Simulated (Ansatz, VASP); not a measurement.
**One calculation of Sc, two programs**

```
CELL_PARAMETERS angstrom
3.22928 0.00000 0.00000
-1.61464 2.79664 0.00000
0.00000 0.00000 4.98685
ATOMIC_POSITIONS crystal
Sc 0.33333 0.66667 0.25000
Sc 0.66667 0.33333 0.75000
```

Alike in both runs: functional LDA; k mesh 15 × 15 × 8; occupations gaussian, width 0.1 eV; no spin polarisation.

Ansatz relaxed the structure, and its values are those at the end. VASP's run is a single point on that final structure, the one shown.

|  | VASP | Ansatz |
| --- | --- | --- |
| version | VASP 6.6.1 | Ansatz 0.2.0 |
| potentials or method | VASP PAW LDA potentials, release 64 (Sc_sv), cutoff 520 eV | scalar-relativistic, plane waves, PAW |
| valence electrons in the cell | 22 | 22 |

VASP gave:

- gap on the k mesh at the Fermi level (eV): none
- pressure (GPa): 0.1

Q: Estimate Ansatz's values.

A: gap on the k mesh at the Fermi level (eV): none; pressure (GPa): 0.0.

LDA's correlation is that of Perdew and Zunger in VASP and of Perdew and Wang (1992) in Ansatz. A gap of «none» marks a metal or a gap that the smearing closes.
